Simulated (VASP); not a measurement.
A run of VASP 6.6.1 is set up as follows.

INCAR

```
PREC     = Accurate       # precision mode
ENCUT    = 520            # plane-wave cutoff, eV
EDIFF    = 1E-6           # SCF threshold, eV
ISMEAR   = -1             # smearing method
SIGMA    = 0.1            # smearing width, eV
LREAL    = False          # projectors in reciprocal space
LASPH    = True           # aspherical terms in the spheres
NELM     = 80             # most SCF steps
ALGO     = Normal         # electronic algorithm
ISIF     = 2              # what is computed and relaxed
LWAVE    = False          # write WAVECAR
LCHARG   = True           # write CHGCAR
GGA      = PE             # functional
LELF     = True           # ELF
LVHAR    = True         
NBANDS   = 12             # bands
```

KPOINTS

```
regular mesh
0
Gamma
  13 13 13
```

File POSCAR:

```
In
1.0
   -1.8560036249      1.8560036249      1.8560036249
    1.8560036249     -1.8560036249      1.8560036249
    1.8560036249      1.8560036249     -1.8560036249
In
1
Direct
    0.0000000000      0.0000000000      0.0000000000
```

Potentials or basis: VASP PAW PBE potentials, release 64 (In_d).

The run is started by

```bash
$ cat potpaw_PBE.64/In_d/POTCAR > POTCAR
$ mpirun -np 1 vasp_std > vasp.out
```

Estimate the pressure.

3.5 GPa.
